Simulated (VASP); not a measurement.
Runs of VASP 6.6.1 on SnO2. Symmetry: P6_3/mmc, No. 194, hexagonal system. Conventional cell: a = 3.231 Å, b = 3.231 Å, c = 10.791 Å, α = 90.00°, β = 90.00°, γ = 120.00°. Sn (site symmetry -3m) has 6 O at 2.12 Å within 2.8 Å. O (site symmetry 3m) has 3 Sn at 2.12 Å and 3 O at 2.76 Å within 2.8 Å. 

```csv
k mesh,gap on the mesh (eV),pressure (GPa),largest force (eV/Å)
12 × 12 × 2,2.05,-3.8,0.33
6 × 6 × 1,(a),-3.8,0.34
6 × 6 × 2,2.07,-3.8,0.33
3 × 3 × 1,2.11,-3.5,0.40
12 × 12 × 4,2.05,-3.8,0.33
```

Alike in all rows: task single point; level PBEsol; potentials or basis VASP PAW PBE potentials, release 64 (Sn_d, O); no spin polarisation; cell as given; cutoff (eV) 520; smearing fermi-dirac 0.02 eV.

Estimate the missing entries.

(a) 2.06.

Caveats: some runs use coarse meshes; the PAW data sets were made with another functional, which shifts forces and pressure a little; spin-orbit coupling is left out, which moves the levels of the heavy elements; the cell stands under tension (at least some runs).

A k mesh can miss the band edges, and the runs leave out spin-orbit coupling on Sn.
